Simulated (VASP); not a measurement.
# MoS2 (P-3m1) in VASP: notebook

The runs below take MoS2 through single point, with PBEsol.

Program: VASP 6.6.1. These are calculated values, not measurements. Logs are shortened: lines on timing, memory, paths and dates and some standing lists are left out, and cuts for length are marked.

### Step 1. The cell of the first run

It takes space group P-3m1 (No. 164, trigonal). The conventional cell has a = 3.141 Å, b = 3.141 Å, c = 29.975 Å, α = 90.00°, β = 90.00°, γ = 120.00°. Within 3.2 Å of Mo (site symmetry 3m) lie 6 S at 2.39 Å and 6 Mo at 3.14 Å. Mo (site symmetry 3m) has 6 S at 2.39 Å and 6 Mo at 3.14 Å within 3.2 Å. Within 3.2 Å of S (site symmetry 3m) lie 3 Mo at 2.39 Å and 7 S at 3.12 to 3.14 Å. S (site symmetry 3m) has 3 Mo at 2.39 Å and 7 S at 3.12 to 3.14 Å within 3.2 Å. S (site symmetry 3m) has 3 Mo at 2.39 Å and 7 S at 3.12 to 3.14 Å within 3.2 Å. S (site symmetry 3m) has 3 Mo at 2.39 Å and 7 S at 3.12 to 3.14 Å within 3.2 Å.

### Step 2. Single point, PBEsol (21.35 Å³/atom)

File INCAR:

```
  ALGO = Normal
  EDIFF = 1E-6
  ENCUT = 520
  GGA = PS
  ISIF = 2
  ISMEAR = 0
  LASPH = T
  LCHARG = F
  LREAL = F
  LWAVE = F
  NBANDS = 64
  NELM = 60
  PREC = Accurate
  SIGMA = 0.02
```

File KPOINTS:

```
k-points
0
Gamma
  12 12 1
```

File POSCAR:

```
MoS2
1.0
    3.1412932708      0.0000000000      0.0000000000
   -1.5706466354      2.7204397733      0.0000000000
    0.0000000000      0.0000000000     29.9754288486
Mo S
4 8
Direct
    0.6666666667      0.3333333333      0.8951870030
    0.6666666667      0.3333333333      0.3148203188
    0.3333333333      0.6666666667      0.6851796812
    0.3333333333      0.6666666667      0.1048129970
    0.3333333333      0.6666666667      0.9472020367
    0.3333333333      0.6666666667      0.3667927743
    0.6666666667      0.3333333333      0.7372004780
    0.6666666667      0.3333333333      0.1568282573
    0.3333333333      0.6666666667      0.8431717427
    0.3333333333      0.6666666667      0.2627995220
    0.6666666667      0.3333333333      0.6332072257
    0.6666666667      0.3333333333      0.0527979633
```

Potentials or basis: VASP PAW PBE potentials, release 64 (Mo_sv, S).

Launch:

```bash
$ cat potpaw_PBE.64/Mo_sv/POTCAR potpaw_PBE.64/S/POTCAR > POTCAR
$ mpirun -np 1 vasp_std > vasp.out
```

OUTCAR:

```text
EDIFF = 1E-6
   ENCUT = 520
   GGA = PS
   ISIF = 2
   ISMEAR = 0
   LASPH = T
   LREAL = F
   NELM = 60
   PREC = Accurate

 ion  position               nearest neighbor table
   1  0.667  0.333  0.895-   5 2.39   5 2.39   5 2.39   9 2.39   9 2.39   9 2.39
   2  0.667  0.333  0.315-   6 2.39   6 2.39   6 2.39  10 2.39  10 2.39  10 2.39
   3  0.333  0.667  0.685-  11 2.39  11 2.39  11 2.39   7 2.39   7 2.39   7 2.39
   4  0.333  0.667  0.105-  12 2.39  12 2.39  12 2.39   8 2.39   8 2.39   8 2.39
   5  0.333  0.667  0.947-   1 2.39   1 2.39   1 2.39
   6  0.333  0.667  0.367-   2 2.39   2 2.39   2 2.39
   7  0.667  0.333  0.737-   3 2.39   3 2.39   3 2.39
   8  0.667  0.333  0.157-   4 2.39   4 2.39   4 2.39
   9  0.333  0.667  0.843-   1 2.39   1 2.39   1 2.39
  10  0.333  0.667  0.263-   2 2.39   2 2.39   2 2.39
  11  0.667  0.333  0.633-   3 2.39   3 2.39   3 2.39
  12  0.667  0.333  0.053-   4 2.39   4 2.39   4 2.39

  LATTYP: Found a hexagonal cell.
 ALAT       =     3.1412932708
 C/A-ratio  =     9.5423847010

  Lattice vectors:

 A1 = (   3.1412932708,   0.0000000000,   0.0000000000)
 A2 = (  -1.5706466354,   2.7204397733,   0.0000000000)
 A3 = (   0.0000000000,   0.0000000000,  29.9754288486)

Analysis of symmetry for initial positions (statically):
=====================================================================
 Subroutine PRICEL returns:
 Original cell was already a primitive cell.

 Routine SETGRP: Setting up the symmetry group for a
 hexagonal supercell.

 Subroutine GETGRP returns: Found 12 space group operations
 (whereof 12 operations were pure point group operations)
 out of a pool of 24 trial point group operations.

The static configuration has the point symmetry D_3d.

Analysis of symmetry for dynamics (positions and initial velocities):
=====================================================================
 Subroutine PRICEL returns:
 Original cell was already a primitive cell.

 Routine SETGRP: Setting up the symmetry group for a
 hexagonal supercell.

 Subroutine GETGRP returns: Found 12 space group operations
 (whereof 12 operations were pure point group operations)
 out of a pool of 24 trial point group operations.

The dynamic configuration has the point symmetry D_3d.

 Subroutine INISYM returns: Found 12 space group operations
 (whereof 12 operations are pure point group operations),
[... 119 lines left out ...]
   TEBEG  =    0.0;   TEEND  =   0.0 temperature during run
   PSTRESS=    0.0 pullay stress
   NELECT =     104.0000    total number of electrons
   NUPDOWN=      -1.0000    fix difference up-down
   EMIN   =  10.00;   EMAX   =-10.00  energy-range for DOS
   EFERMI =   0.00;   METHOD = LEGACY
   ISMEAR =     0;   SIGMA  =   0.02  broadening in eV -4-tet -1-fermi 0-gaus
   EFERMI_NEDOS =   21; number of points for ismear=-14 and -15
   IALGO  =     38    algorithm
   IMIX   =      4    mixing-type and parameters
     AMIX     =   0.40;   BMIX     =  1.00
     AMIX_MAG =   1.60;   BMIX_MAG =  1.00
  volume/ion in A,a.u.               =      21.35       144.05
  Fermi-wavevector in a.u.,A,eV,Ry     =   1.212220  2.290765 19.993468  1.469478
  Thomas-Fermi vector in A             =   2.347711
   LORBIT       =      0    0 simple, 1 ext, 2 COOP (PROOUT), +10 PAW based schemes
   GGA     = PS    functional components
   LHFCALC =     F    Hartree Fock is set to
   AEXX    =    0.0000 exact exchange contribution
   IVDW    =     0    specifies the selected vdW correction
   LEPSILON=     F    determine dielectric tensor
   LRPA    =     F    only Hartree local field effects (RPA)
 non-spin polarized calculation
 Gauss-broadening in eV      SIGMA  =   0.02
  energy-cutoff  :      520.00
  volume of cell :      256.16
 maximum number of plane-waves:      6934
 NGX is ok and might be reduce to    24
   NGX = 11   NGY = 11   NGZ =111

 number of electron     104.0000008 magnetization

 Free energy of the ion-electron system (eV)
  ---------------------------------------------------
  ext. energy  EPLUGINS =         0.00000000
  ---------------------------------------------------
  free energy    TOTEN  =       -93.78431534 eV

  energy without entropy =      -93.78431534  energy(sigma->0) =      -93.78431534

 E-fermi :   5.3682     XC(G=0):  -9.4243

 val. band max:        5.1733543411   @ k =   0.0000   0.0000   0.0000
 cond. band min:       6.2976164528   @ k =   0.1667   0.1667   0.0000
 fundamental gap:      1.1242621117
 Fermi energy:         5.3681834319

 k-point     1 :       0.0000    0.0000    0.0000
  band No.  band energies     occupation
      1     -56.0476      2.00000
      2     -56.0476      2.00000
      3     -56.0462      2.00000
      4     -56.0462      2.00000
      5     -30.2590      2.00000
      6     -30.2590      2.00000
[... 1262 lines left out ...]
     63       8.3479      0.00000
     64       8.3479      0.00000

------------------------ aborting loop because EDIFF is reached ----------------------------------------

  FORCE on cell =-STRESS in cart. coord.  units (eV):
  Direction    XX          YY          ZZ          XY          YZ          ZX
  --------------------------------------------------------------------------------------
  -------------------------------------------------------------------------------------
  Total       -0.0244518     -0.0244518     -0.0673406      0.0000000     -0.0000000     -0.0000000
  in kB       -0.1529354     -0.1529354     -0.4211867      0.0000000     -0.0000000     -0.0000000
  external PRESSURE =      -0.2423525 kB  Pullay stress =       0.0000000 kB

 VOLUME and BASIS-vectors are now :
 -----------------------------------------------------------------------------
  energy-cutoff  :      520.00
  volume of cell :      256.16
      direct lattice vectors                 reciprocal lattice vectors
     3.141293271  0.000000000  0.000000000     0.318340223  0.183793813  0.000000000
    -1.570646635  2.720439773  0.000000000     0.000000000  0.367587627  0.000000000
     0.000000000  0.000000000 29.975428849     0.000000000  0.000000000  0.033360657

 POSITION                                       TOTAL-FORCE (eV/Angst)
 -----------------------------------------------------------------------------------
      1.57065      0.90681     26.83361         0.000000      0.000000     -0.001185
      1.57065      0.90681      9.43687        -0.000000      0.000000     -0.000078
     -0.00000      1.81363     20.53855         0.000000      0.000000      0.000078
     -0.00000      1.81363      3.14181        -0.000000      0.000000      0.001185
     -0.00000      1.81363     28.39279        -0.000000      0.000000     -0.001162
     -0.00000      1.81363     10.99477         0.000000     -0.000000      0.001794
      1.57065      0.90681     22.09790        -0.000000      0.000000      0.001404
      1.57065      0.90681      4.70099        -0.000000     -0.000000      0.000216
     -0.00000      1.81363     25.27443         0.000000     -0.000000     -0.000216
     -0.00000      1.81363      7.87753         0.000000     -0.000000     -0.001404
      1.57065      0.90681     18.98066        -0.000000      0.000000     -0.001794
      1.57065      0.90681      1.58264         0.000000     -0.000000      0.001162
 -----------------------------------------------------------------------------------
    total drift:                                0.000000     -0.000000      0.000000

  FREE ENERGIE OF THE ION-ELECTRON SYSTEM (eV)
  ---------------------------------------------------
  free  energy   TOTEN  =       -93.7843153352 eV

  energy  without entropy=      -93.7843153352  energy(sigma->0) =      -93.78431534
```

OSZICAR:

```text
N       E                     dE             d eps       ncg     rms          rms(c)
DAV:   1     0.973317358242E+03    0.97332E+03   -0.57769E+04  2704   0.151E+03
DAV:   2    -0.352897054005E+02   -0.10086E+04   -0.98049E+03  2912   0.391E+02
DAV:   3    -0.973599335996E+02   -0.62070E+02   -0.61071E+02  3088   0.867E+01
[... 12 lines left out ...]
DAV:  16    -0.937842581313E+02   -0.21443E-03   -0.85635E-05  2424   0.287E-02    0.258E-02
DAV:  17    -0.937843085990E+02   -0.50468E-04   -0.21117E-05  2456   0.180E-02    0.150E-02
DAV:  18    -0.937843136676E+02   -0.50686E-05   -0.32830E-06  2344   0.668E-03    0.122E-02
DAV:  19    -0.937843149449E+02   -0.12773E-05   -0.13541E-06  1872   0.431E-03    0.471E-03
DAV:  20    -0.937843153352E+02   -0.39024E-06   -0.32815E-07  1688   0.195E-03
   1 F= -.93784315E+02 E0= -.93784315E+02  d E =-.480077E-45
```

stdout:

```text
POSCAR found type information on POSCAR MoS
 POSCAR found :  2 types and      12 ions
 scaLAPACK will be used
 -----------------------------------------------------------------------------
|                                                                             |
|                                                                             |
|     You enforced a specific xc type in the INCAR file but a different       |
|     I HOPE YOU KNOW WHAT YOU ARE DOING!                                     |
|                                                                             |
 -----------------------------------------------------------------------------

 LDA part: xc-table for (Slater+PW92), standard interpolation
 POSCAR, INCAR and KPOINTS ok, starting setup
 FFT: planning ... GRIDC
 FFT: planning ... GRID_SOFT
 FFT: planning ... GRID
 WAVECAR not read
 entering main loop
```

Wall time 8 min (1 thread of Intel Xeon Platinum 8259CL at 2.50GHz (Skylake/Cascade Lake), shared host); peak memory 0.48 GiB.

Results:

```yaml
Free_energy: -93.7843 eV
Pressure: 0.0 GPa
Band_gap_on_the_k_mesh: 1.12 eV (least direct gap 1.76 eV)
```

Caveat: the PAW data sets were made with another functional, which shifts forces and pressure a little; an odd mesh through Γ misses points on the zone boundary, where band edges can lie.

### Step 3. Single point, PBEsol (22.07 Å³/atom)

This run uses another cell than the first one.

File INCAR:

```
PREC = Accurate
ENCUT = 520
EDIFF = 1E-6
ISMEAR = 0
SIGMA = 0.02
LREAL = False
LASPH = True
NELM = 100
ALGO = Normal
ISIF = 2
LWAVE = False
LCHARG = False
GGA = PS
NBANDS = 64
```

File KPOINTS:

```
regular mesh
0
Gamma
  12 12 1
```

File POSCAR:

```
MoS2
1.0
    3.1413443723      0.0000000000      0.0000000000
   -1.5706721861      2.7204840284      0.0000000000
    0.0000000000      0.0000000000     30.9963099846
Mo S
4 8
Direct
    0.6666666667      0.3333333333      0.8984260523
    0.6666666667      0.3333333333      0.3044316386
    0.3333333333      0.6666666667      0.6955683614
    0.3333333333      0.6666666667      0.1015739477
    0.3333333333      0.6666666667      0.9487299708
    0.3333333333      0.6666666667      0.3546948600
    0.6666666667      0.3333333333      0.7458780683
    0.6666666667      0.3333333333      0.1518774782
    0.3333333333      0.6666666667      0.8481225218
    0.3333333333      0.6666666667      0.2541219317
    0.6666666667      0.3333333333      0.6453051400
    0.6666666667      0.3333333333      0.0512700292
```

Potentials or basis: VASP PAW PBE potentials, release 64 (Mo_sv, S).

Launch:

```bash
$ cat potpaw_PBE.64/Mo_sv/POTCAR potpaw_PBE.64/S/POTCAR > POTCAR
$ mpirun -np 1 vasp_std > vasp.out
```

OUTCAR:

```text
PREC = Accurate
   ENCUT = 520
   EDIFF = 1E-6
   ISMEAR = 0
   LREAL = False
   LASPH = True
   NELM = 100
   ISIF = 2
   GGA = PS

 ion  position               nearest neighbor table
   1  0.667  0.333  0.898-   9 2.39   9 2.39   9 2.39   5 2.39   5 2.39   5 2.39
   2  0.667  0.333  0.304-   6 2.39   6 2.39   6 2.39  10 2.39  10 2.39  10 2.39
   3  0.333  0.667  0.696-  11 2.39  11 2.39  11 2.39   7 2.39   7 2.39   7 2.39
   4  0.333  0.667  0.102-   8 2.39   8 2.39   8 2.39  12 2.39  12 2.39  12 2.39
   5  0.333  0.667  0.949-   1 2.39   1 2.39   1 2.39
[... 1497 lines left out ...]
 VOLUME and BASIS-vectors are now :
 -----------------------------------------------------------------------------
  energy-cutoff  :      520.00
  volume of cell :      264.89
      direct lattice vectors                 reciprocal lattice vectors
     3.141344372  0.000000000  0.000000000     0.318335044  0.183790824  0.000000000
    -1.570672186  2.720484028  0.000000000     0.000000000  0.367581647  0.000000000
     0.000000000  0.000000000 30.996309985     0.000000000  0.000000000  0.032261905

 POSITION                                       TOTAL-FORCE (eV/Angst)
 -----------------------------------------------------------------------------------
      1.57067      0.90683     27.84789         0.000000     -0.000000      0.000864
      1.57067      0.90683      9.43626        -0.000000      0.000000      0.000783
     -0.00000      1.81366     21.56005        -0.000000     -0.000000     -0.000783
     -0.00000      1.81366      3.14842        -0.000000      0.000000     -0.000864
     -0.00000      1.81366     29.40713         0.000000      0.000000     -0.001412
     -0.00000      1.81366     10.99423        -0.000000      0.000000     -0.000163
      1.57067      0.90683     23.11947         0.000000      0.000000     -0.001128
      1.57067      0.90683      4.70764        -0.000000      0.000000     -0.001797
     -0.00000      1.81366     26.28867         0.000000     -0.000000      0.001797
     -0.00000      1.81366      7.87684        -0.000000      0.000000      0.001128
      1.57067      0.90683     20.00208         0.000000     -0.000000      0.000163
      1.57067      0.90683      1.58918         0.000000     -0.000000      0.001412
 -----------------------------------------------------------------------------------
    total drift:                                0.000000     -0.000000      0.000000

  FREE ENERGIE OF THE ION-ELECTRON SYSTEM (eV)
  ---------------------------------------------------
  free  energy   TOTEN  =       -93.7840747674 eV

  energy  without entropy=      -93.7840747674  energy(sigma->0) =      -93.78407477
```

stdout:

```text
POSCAR found type information on POSCAR MoS
 POSCAR found :  2 types and      12 ions
 scaLAPACK will be used
 -----------------------------------------------------------------------------
|                                                                             |
|                                                                             |
|     You enforced a specific xc type in the INCAR file but a different       |
|     I HOPE YOU KNOW WHAT YOU ARE DOING!                                     |
|                                                                             |
 -----------------------------------------------------------------------------

 LDA part: xc-table for (Slater+PW92), standard interpolation
 POSCAR, INCAR and KPOINTS ok, starting setup
 FFT: planning ... GRIDC
 FFT: planning ... GRID_SOFT
 FFT: planning ... GRID
 WAVECAR not read
 entering main loop
```

Wall time 10 min (1 thread of Intel Xeon Platinum 8259CL at 2.50GHz (Skylake/Cascade Lake), shared host); peak memory 0.48 GiB.

Results:

| Item | Value |
| --- | --- |
| Free energy | -93.7841 eV |
| Band gap on the k mesh | 1.13 eV (least direct gap 1.76 eV) |

Caveat: the PAW data sets were made with another functional, which shifts forces and pressure a little.
